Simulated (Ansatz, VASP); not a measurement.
# NaFeN in VASP and in Ansatz

Contents of POSCAR:

```
NaFeN
1.0
    2.9438086182      0.0000000000      0.0000000000
   -1.4719043091      2.5494130473      0.0000000000
    0.0000000000      0.0000000000      9.6344040469
Na Fe N
2 2 2
Direct
    0.6666666667      0.3333333333      0.7608134568
    0.3333333333      0.6666666667      0.2608134568
    0.0000000000      0.0000000000      0.5182365476
    0.0000000000      0.0000000000      0.0182365476
    0.3333333333      0.6666666667      0.5655899956
    0.6666666667      0.3333333333      0.0655899956
```

INCAR.step1

```
PREC = Accurate
ENCUT = 520
ISMEAR = 0
SIGMA = 0.01
LREAL = False
LASPH = True
NELM = 60
NBANDS = 29
GGA = PE
ALGO = Normal
EDIFF = 1E-4
LWAVE = True
LCHARG = False
```

The input INCAR.step2:

```
PREC = Accurate
ENCUT = 520
EDIFF = 1E-6
ISMEAR = 0
SIGMA = 0.01
LREAL = False
LASPH = True
NELM = 60
ALGO = Normal
ISIF = 2
LWAVE = False
LCHARG = False
METAGGA = R2SCAN
LMIXTAU = True
NBANDS = 29
ISTART = 1
```

Contents of KPOINTS:

```
regular mesh
0
Gamma
  9 9 2
```

Input for Ansatz:

```yaml
crystal:
  lattice:
    - [2.9438086182, 0.0, 0.0]
    - [-1.4719043091, 2.5494130473, 0.0]
    - [0.0, 0.0, 9.6344040469]
  atoms:
    - { symbol: Na, position: [0.6666666667, 0.3333333333, 0.7608134568] }
    - { symbol: Na, position: [0.3333333333, 0.6666666667, 0.2608134568] }
    - { symbol: Fe, position: [0.0, 0.0, 0.5182365476] }
    - { symbol: Fe, position: [0.0, 0.0, 0.0182365476] }
    - { symbol: "N", position: [0.3333333333, 0.6666666667, 0.5655899956] }
    - { symbol: "N", position: [0.6666666667, 0.3333333333, 0.0655899956] }
kpoints:
  mp_grid: { grid: [9, 9, 2] }
hamiltonian:
  xc: r2scan
scf:
  occupations: { method: fixed }
  n_extra_bands: 5
output:
  forces: true
  stress: true
  eigenvalues: true
```

Alike in both runs: task single point; functional r2SCAN; k mesh 9 × 9 × 2; no spin polarisation.

```csv
,VASP,Ansatz
version,VASP 6.6.1,Ansatz 0.2.0
potentials or method,"VASP PAW PBE potentials, release 64 (Na_pv, Fe, N)","plane waves, PAW"
plane-wave cutoff (eV),520,500
occupations,"gaussian, width 0.01 eV",fixed
valence electrons in the cell,40,60
```

Ansatz gave:

```
gap on the k mesh at the Fermi level (eV)                     : 0.61
pressure (GPa)                                                : 4.6
traceless stress, the component that is largest in VASP (GPa) : -2.08
rms of the force components (eV/Å)                            : 0.131
```

**Question.** What did VASP give for the same quantities?

**Answer.** gap on the k mesh at the Fermi level (eV): 0.59; pressure (GPa): 6.2; traceless stress, the component that is largest in VASP (GPa): -3.74; rms of the force components (eV/Å): 0.218.

VASP's potentials were made for PBE, not for r2SCAN. Atom by atom the forces differ by 0.089 eV/Å (rms over components). VASP's potentials hold 40 valence electrons a cell and Ansatz's 60, so a difference there can come from the potentials and not from the codes.
